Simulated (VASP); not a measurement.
# PbS (R3m) in VASP: notebook

The runs below take PbS through single point, with r2SCAN.

All numbers are computed with VASP 6.6.1; they aren't measurements. Logs are shortened: lines on timing, memory, paths and dates and some standing lists are left out, and cuts for length are marked.

## (1) The cell of the first run

Symmetry: R3m, No. 160, trigonal system. Conventional cell: a = 4.027 Å, b = 4.027 Å, c = 11.595 Å, α = 90.00°, β = 90.00°, γ = 120.00°. Within 4.0 Å of Pb (site symmetry 3m) lie 6 S at 3.02 to 3.03 Å. Within 4.0 Å of S (site symmetry 3m) lie 6 Pb at 3.02 to 3.03 Å.

## (2) Single point, r2SCAN

Input file POSCAR:

```
PbS
1.0
    2.0134000000      1.1624370320      3.8649666667
   -2.0134000000      1.1624370320      3.8649666667
    0.0000000000     -2.3248740640      3.8649666667
Pb S
1 1
Direct
    0.9781509158      0.9781509158      0.9781509158
    0.4774504142      0.4774504142      0.4774504142
```

Input file INCAR.step1:

```
SYSTEM = PbS
PREC = Accurate
ENCUT = 520
ISMEAR = 0
SIGMA = 0.05
LREAL = .False.
LASPH = .True.
NELM = 60
NBANDS = 17
GGA = PE
ALGO = Normal
EDIFF = 1E-4
LWAVE = .True.
LCHARG = .False.
```

Input file INCAR.step2:

```
SYSTEM = PbS
PREC = Accurate
ENCUT = 520
EDIFF = 1E-6
ISMEAR = 0
SIGMA = 0.05
LREAL = .False.
LASPH = .True.
NELM = 60
ALGO = Normal
ISIF = 2
LWAVE = .False.
LCHARG = .False.
METAGGA = R2SCAN
LMIXTAU = .True.
NBANDS = 17
ISTART = 1
```

Input file KPOINTS:

```
regular mesh
0
Gamma
  9 9 9
  0 0 0
```

Potentials or basis: VASP PAW PBE potentials, release 64 (Pb_d, S).

Command:

```bash
$ cat potpaw_PBE.64/Pb_d/POTCAR potpaw_PBE.64/S/POTCAR > POTCAR
$ cp INCAR.step1 INCAR
$ mpirun -np 1 vasp_std > vasp.out
$ cp INCAR.step2 INCAR
$ mpirun -np 1 vasp_std > vasp.out
```

OUTCAR:

```text
SYSTEM = PbS
   PREC = Accurate
   ENCUT = 520
   EDIFF = 1E-6
   ISMEAR = 0
   LREAL = .False.
   LASPH = .True.
   NELM = 60
   ISIF = 2
   METAGGA = R2SCAN
   ISTART = 1

 ion  position               nearest neighbor table
   1  0.978  0.978  0.978-   2 3.02   2 3.02   2 3.02   2 3.03   2 3.03   2 3.03
   2  0.477  0.477  0.477-   1 3.02   1 3.02   1 3.02   1 3.03   1 3.03   1 3.03

  LATTYP: Found a trigonal (rhomboedric) cell.
 ALAT       =     4.5103222444
 COS(alpha) =     0.6014571877

  Lattice vectors:

 A1 = (   2.0134000000,   1.1624370320,   3.8649666667)
 A2 = (  -2.0134000000,   1.1624370320,   3.8649666667)
 A3 = (   0.0000000000,  -2.3248740640,   3.8649666667)

Analysis of symmetry for initial positions (statically):
=====================================================================
 Subroutine PRICEL returns:
 Original cell was already a primitive cell.

 Routine SETGRP: Setting up the symmetry group for a
 trigonal (rhombohedral) supercell.

 Subroutine GETGRP returns: Found  6 space group operations
 (whereof  6 operations were pure point group operations)
 out of a pool of 12 trial point group operations.

The static configuration has the point symmetry C_3v.

Analysis of symmetry for dynamics (positions and initial velocities):
=====================================================================
 Subroutine PRICEL returns:
 Original cell was already a primitive cell.

 Routine SETGRP: Setting up the symmetry group for a
 trigonal (rhombohedral) supercell.

 Subroutine GETGRP returns: Found  6 space group operations
 (whereof  6 operations were pure point group operations)
 out of a pool of 12 trial point group operations.

The dynamic configuration has the point symmetry C_3v.

 Subroutine INISYM returns: Found  6 space group operations
 (whereof  6 operations are pure point group operations),
 and found     1 'primitive' translations

----------------------------------------------------------------------------------------

                                     Primitive cell

  volume of cell :      54.2746

  direct lattice vectors                    reciprocal lattice vectors
     2.013400000  1.162437032  3.864966667     0.248336148  0.143376942  0.086244815
    -2.013400000  1.162437032  3.864966667    -0.248336148  0.143376942  0.086244815
     0.000000000 -2.324874064  3.864966667     0.000000000 -0.286753884  0.086244815

  length of vectors
     4.510322244  4.510322244  4.510322244     0.299442745  0.299442745  0.299442745

  position of ions in fractional coordinates (direct lattice)
     0.978150916  0.978150916  0.978150916
     0.477450414  0.477450414  0.477450414

  ion indices of the primitive-cell ions
   primitive index   ion index
                 1           1
                 2           2

----------------------------------------------------------------------------------------

 KPOINTS: regular mesh

Automatic generation of k-mesh.
 Grid dimensions read from file:
 generate k-points for:    9    9    9

 Generating k-lattice:

  Cartesian coordinates                     Fractional coordinates (reciprocal lattice)
     0.027592905  0.015930771  0.009582757     0.111111111  0.000000000  0.000000000
    -0.027592905  0.015930771  0.009582757     0.000000000  0.111111111  0.000000000
     0.000000000 -0.031861543  0.009582757     0.000000000  0.000000000  0.111111111

  Length of vectors
     0.033271416  0.033271416  0.033271416

  Shift w.r.t. Gamma in fractional coordinates (k-lattice)
     0.000000000  0.000000000  0.000000000

 Subroutine IBZKPT returns following result:
 ===========================================

 Found     85 irreducible k-points:

 Following reciprocal coordinates:
            Coordinates               Weight
  0.000000  0.000000  0.000000      1.000000
  0.111111  0.000000  0.000000      6.000000
  0.222222 -0.000000  0.000000      6.000000
  0.333333  0.000000 -0.000000      6.000000
  0.444444 -0.000000  0.000000      6.000000
  0.111111  0.111111  0.000000      6.000000
[... 16 lines left out ...]
 -0.333333  0.333333  0.000000      6.000000
  0.444444  0.444444  0.000000      6.000000
 [... further k-points ...]
   k-points           NKPTS =     85   k-points in BZ     NKDIM =     85   number of bands    NBANDS=     17
   number of dos      NEDOS =    301   number of ions     NIONS =      2
   total plane-waves  NPLWV =  46656
   dimension x,y,z NGX =    36 NGY =   36 NGZ =   36
   dimension x,y,z NGXF=    72 NGYF=   72 NGZF=   72
   ions per type =               1   1
   NGX,Y,Z   is equivalent  to a cutoff of  13.27, 13.27, 13.27 a.u.
   NGXF,Y,Z  is equivalent  to a cutoff of  26.54, 26.54, 26.54 a.u.
 SYSTEM =  PbS
   PREC   = accura    normal or accurate (medium, high low for compatibility)
   ISTART =      1    job   : 0-new  1-cont  2-samecut
   ICHARG =      0    charge: 1-file 2-atom 10-const
   ISPIN  =      1    spin polarized calculation?
   LNONCOLLINEAR =      F non collinear calculations
   LSORBIT =      F    spin-orbit coupling
   LASPH  =      T    aspherical Exc in radial PAW
   ENCUT  =  520.0 eV  38.22 Ry    6.18 a.u.   8.39  8.39  8.39*2*pi/ulx,y,z
   NELM   =     60;   NELMIN=  2; NELMDL=  0     # of ELM steps
   EDIFF  = 0.1E-05   stopping-criterion for ELM
   LREAL  =      F    real-space projection
   EDIFFG = 0.1E-04   stopping-criterion for IOM
   NSW    =      0    number of steps for IOM
   IBRION =     -1    ionic relax: 0-MD 1-quasi-New 2-CG
   NFREE  =      0    steps in history (QN), initial steepest desc. (CG)
   ISIF   =      2    stress and relaxation
   ISYM   =      2    0-nonsym 1-usesym 2-fastsym
   POTIM  = 0.5000    time-step for ionic-motion
   TEBEG  =    0.0;   TEEND  =   0.0 temperature during run
   PSTRESS=    0.0 pullay stress
   NELECT =      20.0000    total number of electrons
   NUPDOWN=      -1.0000    fix difference up-down
   EMIN   =  10.00;   EMAX   =-10.00  energy-range for DOS
   EFERMI =   0.00;   METHOD = LEGACY
   ISMEAR =     0;   SIGMA  =   0.05  broadening in eV -4-tet -1-fermi 0-gaus
   EFERMI_NEDOS =   21; number of points for ismear=-14 and -15
   IALGO  =     38    algorithm
   IMIX   =      4    mixing-type and parameters
     AMIX     =   0.40;   BMIX     =  1.00
     AMIX_MAG =   1.60;   BMIX_MAG =  1.00
  volume/ion in A,a.u.               =      27.14       183.13
  Fermi-wavevector in a.u.,A,eV,Ry     =   1.173688  2.217949 18.742617  1.377544
  Thomas-Fermi vector in A             =   2.310097
   LORBIT       =      0    0 simple, 1 ext, 2 COOP (PROOUT), +10 PAW based schemes
   METAGGA = R2SCAN    functional components
   LHFCALC =     F    Hartree Fock is set to
   AEXX    =    0.0000 exact exchange contribution
   IVDW    =     0    specifies the selected vdW correction
   LEPSILON=     F    determine dielectric tensor
   LRPA    =     F    only Hartree local field effects (RPA)
 non-spin polarized calculation
 Gauss-broadening in eV      SIGMA  =   0.05
  energy-cutoff  :      520.00
  volume of cell :       54.27
 maximum number of plane-waves:      1483
 NGX is ok and might be reduce to    36
   NGX = 17   NGY = 17   NGZ = 17

 number of electron      20.0000000 magnetization

 Free energy of the ion-electron system (eV)
  ---------------------------------------------------
  ext. energy  EPLUGINS =         0.00000000
  ---------------------------------------------------
  free energy    TOTEN  =       -65.46679792 eV

  energy without entropy =      -65.46657548  energy(sigma->0) =      -65.46668670

 E-fermi :   5.3989     XC(G=0): -10.0698

 val. band max:        5.0494212292   @ k =   0.4444   0.3333   0.3333
 cond. band min:       5.4151329330   @ k =   0.4444  -0.0000   0.0000
 fundamental gap:      0.3657117038
 Fermi energy:         5.3988998721

 k-point     1 :       0.0000    0.0000    0.0000
  band No.  band energies     occupation
      1     -12.3373      2.00000
      2     -12.3373      2.00000
      3     -12.2841      2.00000
      4     -12.2503      2.00000
      5     -12.2503      2.00000
      6      -8.6014      2.00000
[... 9 lines left out ...]
     16      13.2204      0.00000
     17      14.7765      0.00000

 k-point     2 :       0.1111    0.0000    0.0000
  band No.  band energies     occupation
      1     -12.3389      2.00000
      2     -12.3294      2.00000
      3     -12.2790      2.00000
      4     -12.2541      2.00000
      5     -12.2530      2.00000
      6      -8.4925      2.00000
[... 9 lines left out ...]
     16      13.5858      0.00000
     17      15.5804      0.00000

 k-point     3 :       0.2222   -0.0000    0.0000
  band No.  band energies     occupation
      1     -12.3442      2.00000
      2     -12.3094      2.00000
      3     -12.2708      2.00000
      4     -12.2596      2.00000
      5     -12.2579      2.00000
      6      -8.1871      2.00000
[... 9 lines left out ...]
     16      14.4517      0.00000
     17      17.2012      0.00000

 k-point     4 :       0.3333    0.0000   -0.0000
  band No.  band energies     occupation
      1     -12.3518      2.00000
      2     -12.2865      2.00000
      3     -12.2786      2.00000
      4     -12.2670      2.00000
      5     -12.2437      2.00000
      6      -7.7652      2.00000
[... 9 lines left out ...]
     16      15.7072      0.00000
     17      17.3097      0.00000
[... 343 lines left out ...]
      1     -12.3753      2.00000
      2     -12.3074      2.00000
      3     -12.2895      2.00000
      4     -12.2576      2.00000
      5     -12.2266      2.00000
      6      -7.0618      2.00000
[... 9 lines left out ...]
     16      16.9776      0.00000
     17      18.0837      0.00000

 k-point    23 :      -0.3333    0.3333    0.0000
  band No.  band energies     occupation
      1     -12.3468      2.00000
      2     -12.3073      2.00000
      3     -12.2921      2.00000
      4     -12.2692      2.00000
      5     -12.2303      2.00000
      6      -7.0675      2.00000
[... 9 lines left out ...]
     16      15.5416      0.00000
     17      17.8492      0.00000

 k-point    24 :       0.4444    0.4444    0.0000
  band No.  band energies     occupation
      1     -12.4103      2.00000
      2     -12.3244      2.00000
      3     -12.2698      2.00000
      4     -12.2430      2.00000
      5     -12.2234      2.00000
      6      -7.1073      2.00000
[... 9 lines left out ...]
     16      16.5957      0.00000
     17      17.7659      0.00000

 [... further k-points ...]
[... 5 lines left out ...]
  --------------------------------------------------------------------------------------
  -------------------------------------------------------------------------------------
  Total        0.3770433      0.3770433     -2.4041159      0.0000000      0.0000000      0.0000000
  in kB       11.1302592     11.1302592    -70.9691296      0.0000000      0.0000000      0.0000000
  external PRESSURE =     -16.2362037 kB  Pullay stress =       0.0000000 kB

 VOLUME and BASIS-vectors are now :
 -----------------------------------------------------------------------------
  energy-cutoff  :      520.00
  volume of cell :       54.27
      direct lattice vectors                 reciprocal lattice vectors
     2.013400000  1.162437032  3.864966667     0.248336148  0.143376942  0.086244815
    -2.013400000  1.162437032  3.864966667    -0.248336148  0.143376942  0.086244815
     0.000000000 -2.324874064  3.864966667     0.000000000 -0.286753884  0.086244815

 POSITION                                       TOTAL-FORCE (eV/Angst)
 -----------------------------------------------------------------------------------
      0.00000      0.00000     11.34156         0.000000      0.000000      0.014621
      0.00000      0.00000      5.53599         0.000000      0.000000     -0.014621
 -----------------------------------------------------------------------------------
    total drift:                               -0.000000     -0.000000     -0.000021

  FREE ENERGIE OF THE ION-ELECTRON SYSTEM (eV)
  ---------------------------------------------------
  free  energy   TOTEN  =       -65.4667979165 eV

  energy  without entropy=      -65.4665754761  energy(sigma->0) =      -65.46668670
```

Run time: 2.4 min. Hardware: 1 thread of Intel Xeon 6975P-C (Granite Rapids), shared host; peak memory 0.26 GiB.

Results:

| Item | Value |
| --- | --- |
| Free energy | -65.4668 eV |
| Pressure | -1.6 GPa |
| Largest force | 0.015 eV/Å |

Forces in eV/Å, atoms in the order of the input:
```
Pb   0.000  0.000  0.015
S    0.000  0.000 -0.015
```

Levels at points of the mesh, in eV from the Fermi level:
| k point | band 7 | band 8 | band 9 | band 10 | band 11 | band 12 | band 13 | band 14 |
| --- | --- | --- | --- | --- | --- | --- | --- | --- |
| (0.00, 0.00, 0.00) | -6.68 | -3.14 | -1.81 | -1.81 | 5.25 | 5.25 | 5.34 | 6.11 |

Caveat: this odd mesh misses L, where the gap lies, so gap, dielectric constants and Born charges aren't listed; the PAW data sets were made with another functional, which shifts forces and pressure a little; spin-orbit coupling is left out, which moves the levels of the heavy elements.

## (3) Single point, r2SCAN

This run uses another cell than the first one, of 27.47 Å³/atom, 1.012 times its volume.

Input file POSCAR:

```
PbS
1.0
    2.0627000000      1.1909004002      3.7269333333
   -2.0627000000      1.1909004002      3.7269333333
    0.0000000000     -2.3818008005      3.7269333333
Pb S
1 1
Direct
    0.9781509158      0.9781509158      0.9781509158
    0.4774504142      0.4774504142      0.4774504142
```

Input file INCAR.step1:

```
SYSTEM = PbS
PREC = Accurate
ENCUT = 520
ISMEAR = 0
SIGMA = 0.05
LREAL = .FALSE.
LASPH = .TRUE.
NELM = 100
NBANDS = 17
GGA = PE
ALGO = Normal
EDIFF = 1E-4
LWAVE = .TRUE.
LCHARG = .FALSE.
```

Input file INCAR.step2:

```
SYSTEM = PbS
PREC = Accurate
ENCUT = 520
EDIFF = 1E-7
ISMEAR = 0
SIGMA = 0.05
LREAL = .FALSE.
LASPH = .TRUE.
NELM = 100
ALGO = Normal
ISIF = 2
LWAVE = .FALSE.
LCHARG = .FALSE.
METAGGA = R2SCAN
LMIXTAU = .TRUE.
NBANDS = 17
ISTART = 1
```

Input file KPOINTS:

```
regular mesh
0
G
  9 9 9
  0 0 0
```

Potentials or basis: VASP PAW PBE potentials, release 64 (Pb_d, S).

Command:

```bash
$ cat potpaw_PBE.64/Pb_d/POTCAR potpaw_PBE.64/S/POTCAR > POTCAR
$ cp INCAR.step1 INCAR
$ mpirun -np 1 vasp_std > vasp.out
$ cp INCAR.step2 INCAR
$ mpirun -np 1 vasp_std > vasp.out
```

It took 3 min on 1 thread of Intel Xeon 6975P-C (Granite Rapids), shared host; peak memory 0.25 GiB.

The run converged. Its results:

| Property | Result |
| --- | --- |
| Free energy | -65.5502 eV |
| Pressure | -1.9 GPa |
| Largest force | 0.008 eV/Å |

Forces in eV/Å, atoms in the order of the input:
```
Pb   0.000  0.000  0.008
S    0.000  0.000 -0.008
```

Stress tensor (GPa, compression positive):
```
-0.23  0.00  0.00
 0.00 -0.23  0.00
 0.00  0.00 -5.11
```

Levels at points of the mesh, in eV from the Fermi level:
```tsv
k point	band 6	band 7	band 8	band 9	band 10	band 11	band 12	band 13	band 14	band 15
(0.00, 0.00, 0.00)	-14.08	-6.67	-2.92	-2.13	-2.13	5.03	5.03	5.12	6.22	7.38
```

Caveat: this odd mesh misses L, where the gap lies, so gap, dielectric constants and Born charges aren't listed; the PAW data sets were made with another functional, which shifts forces and pressure a little; spin-orbit coupling is left out, which moves the levels of the heavy elements.
